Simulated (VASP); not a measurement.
Set up this calculation in VASP 6.6.1, as the native input.

- Task: single point
- Functional: PBE
- Potentials or basis: VASP PAW PBE potentials, release 64 (Hg, Te)
- Cutoff: 520 eV
- k mesh: 7 × 7 × 7
- Occupations: gaussian, width 0.015 eV
- Spin: no spin polarisation
- Dipole correction: no
- Further INCAR settings: ALGO = Normal; EDIFF = 1e-07; NBANDS = 16

The structure of HgTe lies in POSCAR:

```
HgTe
1.0
    0.0000000000      3.1800000000      3.1800000000
    3.1800000000      0.0000000000      3.1800000000
    3.1800000000      3.1800000000      0.0000000000
Hg Te
1 1
Direct
    0.0000000000      0.0000000000      0.0000000000
    0.5000000000      0.5000000000      0.5000000000
```

One way to write it, as run:

INCAR

```
SYSTEM = HgTe
ALGO = Normal
EDIFF = 1E-7
ENCUT = 520
GGA = PE
ISIF = 2
ISMEAR = 0
LASPH = .TRUE.
LCHARG = .FALSE.
LREAL = .FALSE.
LWAVE = .FALSE.
NBANDS = 16
NELM = 60
PREC = Accurate
SIGMA = 0.015
```

KPOINTS

```
k-points
0
G
  7 7 7
  0 0 0
```

Potentials or basis: VASP PAW PBE potentials, release 64 (Hg, Te).

Run with:

```sh
$ cat potpaw_PBE.64/Hg/POTCAR potpaw_PBE.64/Te/POTCAR > POTCAR
$ mpirun -np 1 vasp_std > vasp.out
```

It gave:

```json
{"Pressure": "-3.7 GPa", "Band gap on the k mesh": "zero (band 9 reaches 3.25 eV, above the bottom of band 10 at 1.34 eV)"}
```

Caveat: spin-orbit coupling is left out, which moves the levels of the heavy elements.

Run time: 11 s on 1 thread of AMD EPYC 9R45 96-Core Processor (Zen 5) (shared host), peak memory 0.18 GiB.
